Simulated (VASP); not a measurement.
# Sb (Pm-3m) in VASP: further runs

Runs on Sb. Level: PBEsol. Tasks: single point.

Program: VASP 6.6.1. These are calculated values, not measurements. Logs are shortened: lines on timing, memory, paths and dates and some standing lists are left out, and cuts for length are marked.

## 1. The cell of the first run

Symmetry: Pm-3m, No. 221, cubic system. The conventional cell has a = 3.020 Å, b = 3.020 Å, c = 3.020 Å, α = 90.00°, β = 90.00°, γ = 90.00°. Within 4.0 Å of Sb (site symmetry m-3m) lie 6 Sb at 3.02 Å.

## 2. Single point, PBEsol

File INCAR:

```
ALGO = Normal ; EDIFF = 1E-7
ENCUT = 520 ; GGA = PS
ISIF = 2 ; ISMEAR = -1
LASPH = T ; LCHARG = F
LREAL = F ; LWAVE = F
NBANDS = 8 ; NELM = 100
PREC = Accurate ; SIGMA = 0.15
```

File KPOINTS:

```
k-points
0
Gamma
  21 21 21
```

File POSCAR:

```
Sb
1.0
    3.0204005688      0.0000000000      0.0000000000
    0.0000000000      3.0204005688      0.0000000000
    0.0000000000      0.0000000000      3.0204005688
Sb
1
Direct
    0.0000000000      0.0000000000      0.0000000000
```

Potentials or basis: VASP PAW PBE potentials, release 64 (Sb).

Started as:

```console
cat potpaw_PBE.64/Sb/POTCAR > POTCAR
mpirun -np 1 vasp_std > vasp.out
```

OUTCAR:

```text
EDIFF = 1E-7
   ENCUT = 520
   GGA = PS
   ISIF = 2
   ISMEAR = -1
   LASPH = T
   LREAL = F
   NELM = 100
   PREC = Accurate

 ion  position               nearest neighbor table
   1  0.000  0.000  0.000-

  LATTYP: Found a simple cubic cell.
 ALAT       =     3.0204005688

  Lattice vectors:

 A1 = (   3.0204005688,   0.0000000000,   0.0000000000)
 A2 = (   0.0000000000,   3.0204005688,   0.0000000000)
 A3 = (   0.0000000000,   0.0000000000,   3.0204005688)

Analysis of symmetry for initial positions (statically):
=====================================================================
 Subroutine PRICEL returns:
 Original cell was already a primitive cell.

 Routine SETGRP: Setting up the symmetry group for a
 simple cubic supercell.

 Subroutine GETGRP returns: Found 48 space group operations
 (whereof 48 operations were pure point group operations)
 out of a pool of 48 trial point group operations.

The static configuration has the point symmetry O_h .

Analysis of symmetry for dynamics (positions and initial velocities):
=====================================================================
 Subroutine PRICEL returns:
 Original cell was already a primitive cell.

 Routine SETGRP: Setting up the symmetry group for a
 simple cubic supercell.

 Subroutine GETGRP returns: Found 48 space group operations
 (whereof 48 operations were pure point group operations)
 out of a pool of 48 trial point group operations.

The dynamic configuration has the point symmetry O_h .

 Subroutine INISYM returns: Found 48 space group operations
 (whereof 48 operations are pure point group operations),
 and found     1 'primitive' translations

----------------------------------------------------------------------------------------

                                     Primitive cell

  volume of cell :      27.5546

  direct lattice vectors                    reciprocal lattice vectors
     3.020400569  0.000000000  0.000000000     0.331081914  0.000000000  0.000000000
     0.000000000  3.020400569  0.000000000     0.000000000  0.331081914  0.000000000
     0.000000000  0.000000000  3.020400569     0.000000000  0.000000000  0.331081914

  length of vectors
     3.020400569  3.020400569  3.020400569     0.331081914  0.331081914  0.331081914

  position of ions in fractional coordinates (direct lattice)
     0.000000000  0.000000000  0.000000000

  ion indices of the primitive-cell ions
   primitive index   ion index
                 1           1

----------------------------------------------------------------------------------------

 KPOINTS: k-points

Automatic generation of k-mesh.
 Grid dimensions read from file:
 generate k-points for:   21   21   21

 Generating k-lattice:

  Cartesian coordinates                     Fractional coordinates (reciprocal lattice)
     0.015765805  0.000000000  0.000000000     0.047619048  0.000000000  0.000000000
     0.000000000  0.015765805  0.000000000     0.000000000  0.047619048  0.000000000
     0.000000000  0.000000000  0.015765805     0.000000000  0.000000000  0.047619048

  Length of vectors
     0.015765805  0.015765805  0.015765805

  Shift w.r.t. Gamma in fractional coordinates (k-lattice)
     0.000000000  0.000000000  0.000000000

 Subroutine IBZKPT returns following result:
 ===========================================

 Found    286 irreducible k-points:

 Following reciprocal coordinates:
            Coordinates               Weight
  0.000000  0.000000  0.000000      1.000000
  0.047619  0.000000  0.000000      6.000000
  0.095238  0.000000  0.000000      6.000000
  0.142857  0.000000  0.000000      6.000000
  0.190476  0.000000  0.000000      6.000000
  0.238095  0.000000  0.000000      6.000000
[... 16 lines left out ...]
  0.142857  0.095238  0.000000     24.000000
  0.190476  0.095238  0.000000     24.000000
 [... further k-points ...]
   k-points           NKPTS =    286   k-points in BZ     NKDIM =    286   number of bands    NBANDS=      8
   number of dos      NEDOS =    301   number of ions     NIONS =      1
   total plane-waves  NPLWV =  13824
   dimension x,y,z NGX =    24 NGY =   24 NGZ =   24
   dimension x,y,z NGXF=    48 NGYF=   48 NGZF=   48
   ions per type =               1
   NGX,Y,Z   is equivalent  to a cutoff of  13.21, 13.21, 13.21 a.u.
   NGXF,Y,Z  is equivalent  to a cutoff of  26.42, 26.42, 26.42 a.u.
 SYSTEM =  unknown system
   PREC   = accura    normal or accurate (medium, high low for compatibility)
   ISTART =      0    job   : 0-new  1-cont  2-samecut
   ICHARG =      2    charge: 1-file 2-atom 10-const
   ISPIN  =      1    spin polarized calculation?
   LNONCOLLINEAR =      F non collinear calculations
   LSORBIT =      F    spin-orbit coupling
   LASPH  =      T    aspherical Exc in radial PAW
   ENCUT  =  520.0 eV  38.22 Ry    6.18 a.u.   5.62  5.62  5.62*2*pi/ulx,y,z
   NELM   =    100;   NELMIN=  2; NELMDL= -5     # of ELM steps
   EDIFF  = 0.1E-06   stopping-criterion for ELM
   LREAL  =      F    real-space projection
   EDIFFG = 0.1E-05   stopping-criterion for IOM
   NSW    =      0    number of steps for IOM
   IBRION =     -1    ionic relax: 0-MD 1-quasi-New 2-CG
   NFREE  =      0    steps in history (QN), initial steepest desc. (CG)
   ISIF   =      2    stress and relaxation
   ISYM   =      2    0-nonsym 1-usesym 2-fastsym
   POTIM  = 0.5000    time-step for ionic-motion
   TEBEG  =    0.0;   TEEND  =   0.0 temperature during run
   PSTRESS=    0.0 pullay stress
   NELECT =       5.0000    total number of electrons
   NUPDOWN=      -1.0000    fix difference up-down
   EMIN   =  10.00;   EMAX   =-10.00  energy-range for DOS
   EFERMI =   0.00;   METHOD = LEGACY
   ISMEAR =    -1;   SIGMA  =   0.15  broadening in eV -4-tet -1-fermi 0-gaus
   EFERMI_NEDOS =   21; number of points for ismear=-14 and -15
   IALGO  =     38    algorithm
   IMIX   =      4    mixing-type and parameters
     AMIX     =   0.40;   BMIX     =  1.00
     AMIX_MAG =   1.60;   BMIX_MAG =  1.00
  volume/ion in A,a.u.               =      27.55       185.95
  Fermi-wavevector in a.u.,A,eV,Ry     =   0.926830  1.751456 11.687604  0.859015
  Thomas-Fermi vector in A             =   2.052835
   LORBIT       =      0    0 simple, 1 ext, 2 COOP (PROOUT), +10 PAW based schemes
   GGA     = PS    functional components
   LHFCALC =     F    Hartree Fock is set to
   AEXX    =    0.0000 exact exchange contribution
   IVDW    =     0    specifies the selected vdW correction
   LEPSILON=     F    determine dielectric tensor
   LRPA    =     F    only Hartree local field effects (RPA)
 non-spin polarized calculation
  energy-cutoff  :      520.00
  volume of cell :       27.55
 maximum number of plane-waves:       756
 NGX is ok and might be reduce to    24
   NGX = 11   NGY = 11   NGZ = 11

 number of electron       5.0000000 magnetization

 Free energy of the ion-electron system (eV)
  ---------------------------------------------------
  ext. energy  EPLUGINS =         0.00000000
  ---------------------------------------------------
  free energy    TOTEN  =        -4.54259412 eV

  energy without entropy =       -4.50993215  energy(sigma->0) =       -4.52626313

 E-fermi :   8.0118     XC(G=0): -10.0908

 val. band max:        7.9918408488   @ k =   0.3333   0.2381   0.1429
 cond. band min:       8.0153063068   @ k =   0.3810   0.3810   0.3333
 fundamental gap:      0.0234654580
 Fermi energy:         8.0118254999

 k-point     1 :       0.0000    0.0000    0.0000
  band No.  band energies     occupation
      1      -5.0186      2.00000
      2      11.4841      0.00000
      3      11.4841      0.00000
      4      11.4841      0.00000
      5      15.0582      0.00000
      6      15.0582      0.00000
      7      16.6557      0.00000
      8      26.2046      0.00000

 k-point     2 :       0.0476    0.0000    0.0000
  band No.  band energies     occupation
      1      -4.9828      2.00000
      2      10.9614      0.00000
      3      11.5204      0.00000
      4      11.5204      0.00000
      5      15.0854      0.00000
      6      15.4299      0.00000
      7      16.8781      0.00000
      8      25.8383      0.00000

 k-point     3 :       0.0952    0.0000    0.0000
  band No.  band energies     occupation
      1      -4.8758      2.00000
      2       9.8550      0.00001
      3      11.6281      0.00000
      4      11.6281      0.00000
      5      15.1667      0.00000
      6      15.9178      0.00000
      7      17.7084      0.00000
      8      25.1087      0.00000

 k-point     4 :       0.1429    0.0000    0.0000
  band No.  band energies     occupation
      1      -4.6987      2.00000
      2       8.5979      0.03940
      3      11.8039      0.00000
      4      11.8039      0.00000
      5      15.3018      0.00000
      6      16.2104      0.00000
      7      19.0171      0.00000
      8      24.2831      0.00000

 k-point     5 :       0.1905    0.0000    0.0000
  band No.  band energies     occupation
      1      -4.4535      2.00000
      2       7.3324      1.97866
      3      12.0417      0.00000
      4      12.0417      0.00000
      5      15.4898      0.00000
      6      16.4650      0.00000
      7      20.4841      0.00000
      8      23.4358      0.00000
[... 177 lines left out ...]
 k-point    22 :       0.0952    0.0952    0.0000
  band No.  band energies     occupation
      1      -4.7331      2.00000
      2       9.8782      0.00001
      3      10.1203      0.00000
      4      11.7724      0.00000
      5      15.6152      0.00000
      6      17.0276      0.00000
      7      18.1442      0.00000
      8      23.6079      0.00000

 k-point    23 :       0.1429    0.0952    0.0000
  band No.  band energies     occupation
      1      -4.5559      2.00000
      2       8.7271      0.01685
      3      10.1886      0.00000
      4      11.9485      0.00000
      5      15.7867      0.00000
      6      17.5306      0.00000
      7      19.1568      0.00000
      8      22.6466      0.00000

 k-point    24 :       0.1905    0.0952    0.0000
  band No.  band energies     occupation
      1      -4.3107      2.00000
      2       7.4670      1.94844
      3      10.4201      0.00000
      4      12.1868      0.00000
      5      15.9913      0.00000
      6      17.7869      0.00000
      7      20.4150      0.00000
      8      21.8302      0.00000

 [... further k-points ...]
[... 5 lines left out ...]
  --------------------------------------------------------------------------------------
  -------------------------------------------------------------------------------------
  Total        0.5126943      0.5126943      0.5126943     -0.0000000     -0.0000000     -0.0000000
  in kB       29.8109224     29.8109224     29.8109224     -0.0000000     -0.0000000     -0.0000000
  external PRESSURE =      29.8109224 kB  Pullay stress =       0.0000000 kB

 VOLUME and BASIS-vectors are now :
 -----------------------------------------------------------------------------
  energy-cutoff  :      520.00
  volume of cell :       27.55
      direct lattice vectors                 reciprocal lattice vectors
     3.020400569  0.000000000  0.000000000     0.331081914  0.000000000  0.000000000
     0.000000000  3.020400569  0.000000000     0.000000000  0.331081914  0.000000000
     0.000000000  0.000000000  3.020400569     0.000000000  0.000000000  0.331081914

 POSITION                                       TOTAL-FORCE (eV/Angst)
 -----------------------------------------------------------------------------------
      0.00000      0.00000      0.00000         0.000000      0.000000      0.000000
 -----------------------------------------------------------------------------------
    total drift:                               -0.000000      0.000000      0.000000

  FREE ENERGIE OF THE ION-ELECTRON SYSTEM (eV)
  ---------------------------------------------------
  free  energy   TOTEN  =        -4.5425941166 eV

  energy  without entropy=       -4.5099321452  energy(sigma->0) =       -4.52626313
```

It took 36 s on 1 thread of Intel Xeon 8259CL, shared host; peak memory 0.18 GiB.

What came out:

```
Free energy : -4.5426 eV
Pressure    : 3.0 GPa
```

Caveat: the PAW data sets were made with another functional, which shifts forces and pressure a little; spin-orbit coupling is left out, which moves the levels of the heavy elements.

## 3. Single point, PBEsol

This run uses another cell than the first one, of 28.43 Å³/atom, 1.032 times its volume.

File INCAR:

```
SYSTEM = Sb
ALGO = Normal ; EDIFF = 1E-6
ENCUT = 520 ; GGA = PS
ISIF = 2 ; ISMEAR = -1
LASPH = .True. ; LCHARG = .True.
LELF = .True. ; LREAL = .False.
LVHAR = .True. ; LWAVE = .False.
NBANDS = 8 ; NELM = 100
PREC = Accurate ; SIGMA = 0.15
```

File KPOINTS:

```
k-points
0
Gamma
  21 21 21
  0 0 0
```

File POSCAR:

```
Sb
1.0
    3.0521965955      0.0000000000      0.0000000000
    0.0000000000      3.0521965955      0.0000000000
    0.0000000000      0.0000000000      3.0521965955
Sb
1
Direct
    0.0000000000      0.0000000000      0.0000000000
```

Potentials or basis: VASP PAW PBE potentials, release 64 (Sb).

Started as:

```console
cat potpaw_PBE.64/Sb/POTCAR > POTCAR
mpirun -np 1 vasp_std > vasp.out
```

Wall time 37 s (1 thread of Intel Xeon 8259CL, shared host); peak memory 0.18 GiB.

Results (log left out):

| Quantity | Value |
| --- | --- |
| Free energy | -4.5526 eV |
| Pressure | 0.7 GPa |

Levels at points of the mesh, in eV from the Fermi level:
```csv
k point,band 1,band 2,band 3,band 4,band 5
"(0.00, 0.00, 0.00)",-12.77,3.40,3.40,3.40,7.01
```

Caveat: the PAW data sets were made with another functional, which shifts forces and pressure a little; spin-orbit coupling is left out, which moves the levels of the heavy elements.

(Part 1 of 2 ends here.)
